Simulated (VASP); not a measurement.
Write the native input for VASP 6.6.1 that does the following.

| Quantity | Value |
| --- | --- |
| Task | single point |
| Functional | PBEsol |
| Potentials or basis | VASP PAW PBE potentials, release 64 (Sb) |
| Cutoff | 520 eV |
| k mesh | 16 × 16 × 16 |
| Occupations | gaussian, width 0.15 eV |
| Spin | no spin polarisation |
| Dipole correction | no |
| Further INCAR settings | ALGO = Normal; EDIFF = 1e-07; NBANDS = 8 |

The structure of Sb lies in POSCAR:

```
Sb
1.0
    3.0336000000      0.0000000000      0.0000000000
    0.0000000000      3.0336000000      0.0000000000
    0.0000000000      0.0000000000      3.0336000000
Sb
1
Direct
    0.0000000000      0.0000000000      0.0000000000
```

This cell differs from its parent crystal: strain -0.040 along x and y, -0.040 along z.

One way to write it, as run:

INCAR

```
SYSTEM = Sb
  ALGO = Normal
  EDIFF = 1E-7
  ENCUT = 520
  GGA = PS
  ISIF = 2
  ISMEAR = 0
  LASPH = .TRUE.
  LCHARG = .TRUE.
  LELF = .TRUE.
  LREAL = .FALSE.
  LVHAR = .TRUE.
  LWAVE = .FALSE.
  NBANDS = 8
  NELM = 60
  PREC = Accurate
  SIGMA = 0.15
```

KPOINTS

```
k-points
0
G
  16 16 16
  0 0 0
```

Potentials or basis: VASP PAW PBE potentials, release 64 (Sb).

Run with:

```sh
$ cat potpaw_PBE.64/Sb/POTCAR > POTCAR
$ mpirun -np 1 vasp_std > vasp.out
```

It gave:

* Pressure: 1.9 GPa

Caveat: the cell differs from its parent crystal (strain -0.040 along x and y, -0.040 along z); the PAW data sets were made with another functional, which shifts forces and pressure a little.

Run time: 11 s on 1 thread of Intel(R) Xeon(R) 6975P-C (Granite Rapids), with other jobs on the host, peak memory 0.16 GiB.
